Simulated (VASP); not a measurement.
## NaH6Os2: relaxation of cell and atoms with PBE

NaH6Os2:

```xyz
9
Lattice="0.0000 3.4759 3.4759 3.4759 0.0000 3.4759 3.4759 3.4759 0.0000" Properties=species:S:1:pos:R:3 pbc="T T T"
Na    3.4759    3.4759    3.4759
H     1.6563    3.4759    3.4759
H     5.2955    3.4759    3.4759
H     3.4759    3.4759    1.6563
H     3.4759    3.4759    5.2955
H     3.4759    5.2955    3.4759
H     3.4759    1.6563    3.4759
Os    1.7379    1.7379    1.7379
Os    0.0000    0.0000    0.0000
```

The cell was built from a structure type or drawn by symmetry, and may not be a known phase.

```json
{
  "Program": "VASP 6.6.1",
  "Task": "relaxation of cell and atoms",
  "Functional": "PBE",
  "Potentials or basis": "VASP PAW PBE potentials, release 64 (Na_pv, H, Os)",
  "Cutoff": "600 eV",
  "k mesh": "10 × 10 × 10",
  "Occupations": "gaussian, width 0.1 eV",
  "Spin": "no spin polarisation",
  "Dipole correction": "no",
  "Further INCAR settings": "ALGO = Normal; EDIFF = 1e-06; IBRION = 2; EDIFFG = -0.01; NSW = 100; ISIF = 3"
}
```

* Relaxed volume: 9.34 Å³/atom
* Relaxed cell: a = 4.917 Å, b = 4.917 Å, c = 4.917 Å, α = 60.00°, β = 60.00°, γ = 60.00°
* Space group after relaxing (to 0.1 Å): F-43m (No. 216)
* Energy gained by relaxing: 0.0 meV/atom
* Ionic steps: 3
* Pressure after relaxing: 0.0 GPa
* Band gap on the k mesh: zero (an odd number of electrons rules out a gap without spin polarisation)

Step by step:
| step | energy change (eV) | largest force (eV/Å) | pressure (GPa) | volume (Å³) |
| --- | --- | --- | --- | --- |
| 1 | 0.0000 | 0.0321 | 0.20 | 83.99 |
| 2 | -0.0001 | 0.0152 | -0.11 | 84.13 |
| 3 | -0.0002 | 0.0010 | 0.01 | 84.08 |

Final structure:
```
CELL_PARAMETERS angstrom
0.00000 3.47716 3.47716
3.47716 0.00000 3.47716
3.47716 3.47716 0.00000
ATOMIC_POSITIONS crystal
Na 0.50000 0.50000 0.50000
H 0.76160 0.23840 0.23840
H 0.23840 0.76160 0.76160
H 0.23840 0.23840 0.76160
H 0.76160 0.76160 0.23840
H 0.76160 0.23840 0.76160
H 0.23840 0.76160 0.23840
Os 0.25000 0.25000 0.25000
Os 0.00000 0.00000 0.00000
```

Levels at points of the mesh, in eV from the Fermi level:
| k point | band 10 | band 11 | band 12 | band 13 | band 14 | band 15 | band 16 | band 17 | band 18 | band 19 |
| --- | --- | --- | --- | --- | --- | --- | --- | --- | --- | --- |
| (0.00, 0.00, 0.00) | -1.97 | -1.97 | -1.97 | -0.42 | -0.42 | 1.56 | 1.56 | 1.56 | 4.14 | 6.13 |
| (0.50, 0.00, 0.00) | -2.86 | -2.32 | -2.32 | -0.30 | -0.30 | -0.03 | 0.43 | 0.43 | 3.58 | 5.22 |
| (0.50, 0.50, 0.00) | -3.15 | -2.43 | -2.43 | -1.14 | -0.46 | -0.07 | -0.07 | 0.33 | 3.68 | 3.98 |

Wall time 4.4 min on 1 thread of Intel Xeon 8259CL (shared host), peak memory 0.3 GiB.

Caveat: spin-orbit coupling is left out, which moves the levels of the heavy elements.
